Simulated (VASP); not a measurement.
A run of VASP 6.6.1 is set up as follows.

POSCAR

```
TiAl
1.0
    3.0919221242      0.0000000000      0.0000000000
    0.0000000000      3.0919221242      0.0000000000
    0.0000000000      0.0000000000      3.0919221242
Ti Al
1 1
Direct
    0.0000000000      0.0000000000      0.0000000000
    0.5000000000      0.5000000000      0.5000000000
```

File INCAR.step1:

```
ALGO = Normal
EDIFF = 1E-5
ENCUT = 520
GGA = PE
ISIF = 2
ISMEAR = 1
LASPH = T
LREAL = F
LWAVE = T
NBANDS = 14
NELM = 60
PREC = Accurate
SIGMA = 0.025
```

The input INCAR.step2:

```
AEXX = 0.25
ALGO = Normal
EDIFF = 1E-6
ENCUT = 520
ISIF = 2
ISMEAR = 1
ISTART = 1
LASPH = T
LCHARG = T
LELF = T
LHFCALC = T
LMIXTAU = T
LREAL = F
LVHAR = T
LWAVE = F
METAGGA = R2SCAN
NBANDS = 14
NELM = 60
PREC = Accurate
PRECFOCK = Normal
SIGMA = 0.025
```

File KPOINTS:

```
k-points
0
Gamma
  6 6 6
```

Potentials or basis: VASP PAW PBE potentials, release 64 (Ti_sv, Al).

Run with:

```sh
$ cat potpaw_PBE.64/Ti_sv/POTCAR potpaw_PBE.64/Al/POTCAR > POTCAR
$ cp INCAR.step1 INCAR
$ mpirun -np 1 vasp_std > vasp.out
$ cp INCAR.step2 INCAR
$ mpirun -np 1 vasp_std > vasp.out
```

(1) Estimate the pressure.

Results:

(1) 8.4 GPa.

Caveat: the PAW data sets were made with another functional, which shifts forces and pressure a little.
